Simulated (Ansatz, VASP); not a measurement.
FePt: VASP beside Ansatz

```
Pt Fe
1.0
     2.72350    0.00000    0.00000
     0.00000    2.72350    0.00000
     0.00000    0.00000    3.72000
Pt Fe
1 1
Direct
  0.50000 0.50000 0.50000
  0.00000 0.00000 0.00000
```

Alike in both runs: task relaxation of cell and atoms; functional BLYP; dispersion D4; k mesh 10 × 10 × 7; occupations fermi-dirac, width 0.05 eV; collinear spin.

|  | VASP | Ansatz |
| --- | --- | --- |
| version | VASP 6.6.1 | Ansatz 0.2.0 |
| potentials or method | VASP PAW PBE potentials, release 64 (Pt, Fe) | Ansatz PAW |
| plane-wave cutoff (eV) | 600 | 420 |
| valence electrons in the cell | 18 | 34 |

```csv
,VASP,Ansatz,Ansatz less VASP
"gap on the k mesh at the Fermi level, each at its own relaxed structure (eV)",none,none,-
net moment per atom (μB),1.62,1.62,+0.003
size of the moment on the site where the two differ most (μB),0.34,0.39,+0.051
relaxed volume (Å³/atom),14.01,13.96,-0.049
relaxed cell length with the largest relative difference (Å),2.737,2.734,-0.0033
```

VASP's potentials were made for PBE, not for BLYP. Site moments also hang on the region over which each program counts them. A gap of «none» marks a metal or a gap that the smearing closes. VASP's potentials hold 18 valence electrons a cell and Ansatz's 34, so a difference there can come from the potentials and not from the codes.

Spin-orbit coupling is off throughout. Noted on Ansatz's run: the plane-wave basis is chosen anew once the cell has moved, so the energies of steps on either side of that aren't comparable.
